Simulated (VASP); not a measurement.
Fe: single point with PBEsol

Fe:

```
Fe
1.0
     2.43416    0.00000    0.00000
    -1.21708    2.10804    0.00000
     0.00000    0.00000    3.91877
Fe
2
Direct
  0.33333 0.66667 0.25000
  0.66667 0.33333 0.75000
```

This cell differs from its parent crystal: zz strain of +2 %.

```yaml
Program: VASP 6.6.1
Task: single point
Functional: PBEsol
Potentials_or_basis: VASP PAW PBE potentials, release 64 (Fe)
Cutoff: 520 eV
k_mesh: 17 × 17 × 10
Occupations: fermi-dirac, width 0.08 eV
Spin: no spin polarisation
```

| Item | Value |
| --- | --- |
| Pressure | -7.6 GPa |
| Band gap on the k mesh | zero (bands 8 and 9 overlap by 1.89 eV) |

Stress tensor (GPa, compression positive):
```
 -4.80   0.00   0.00
  0.00  -4.80   0.00
  0.00   0.00 -13.18
```

Levels at points of the mesh, in eV from the Fermi level:
```
           k point  band 4  band 5  band 6  band 7  band 8  band 9  band 10  band 11  band 12  band 13
(0.00, 0.00, 0.00)   -1.68   -1.68   -1.23   -1.23   -0.77   -0.77     0.28     0.73     0.73     8.62
(0.00, 0.00, 0.50)   -2.20   -1.77   -1.77   -1.77   -1.77    0.33     0.33     0.33     0.33    16.85
```

It took 110 s on 1 thread of Intel Xeon 8259CL, on a shared host, peak memory 0.17 GiB.

Caveat: the cell differs from its parent crystal (zz strain of +2 %); the cell stands under tension; the PAW data sets were made with another functional, which shifts forces and pressure a little; the run has no spin polarisation, though such a crystal can be magnetic. Spin polarisation is off, so any magnetic state and its effect on volume and gap are missing.
